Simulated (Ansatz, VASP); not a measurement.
# ZrGe4Mo: VASP beside Ansatz

```
Zr Ge Mo
1.0
     3.10857    0.00000    0.00000
    -1.55428    2.69210    0.00000
     0.00000    0.00000   12.92030
Zr Ge Mo
1 4 1
Direct
  0.66667 0.33333 0.50000
  0.33333 0.66667 0.67846
  0.00000 0.00000 0.84927
  0.00000 0.00000 0.15073
  0.33333 0.66667 0.32154
  0.66667 0.33333 0.00000
```

Change from the starting cell: species swapped into the TaWSe4 type (P-6m2, No. 187).

Alike in both runs: functional PBE; k mesh 6 × 6 × 2; occupations gaussian, width 0.1 eV; no spin polarisation.

Ansatz relaxed the structure, and its values are those at the end. VASP's run is a single point on that final structure, the one shown.

```csv
,VASP,Ansatz
version,VASP 6.6.1,Ansatz 0.2.0
potentials or method,"VASP PAW PBE potentials, release 64 (Zr_sv, Ge_d, Mo_sv), cutoff 520 eV","scalar-relativistic, plane waves, PAW"
valence electrons in the cell,82,82
```

```csv
,VASP,Ansatz,Ansatz less VASP
gap on the k mesh at the Fermi level (eV),none,none,-
pressure (GPa),0.2,0.0,-0.15
rms of the force components (eV/Å),0.006,0.010,+0.0048
```

A gap of «none» marks a metal or a gap that the smearing closes. The functional is the same, so the differences come from potentials, cutoffs and numerics.

The k mesh is coarse, so the values compare programs but aren't converged.
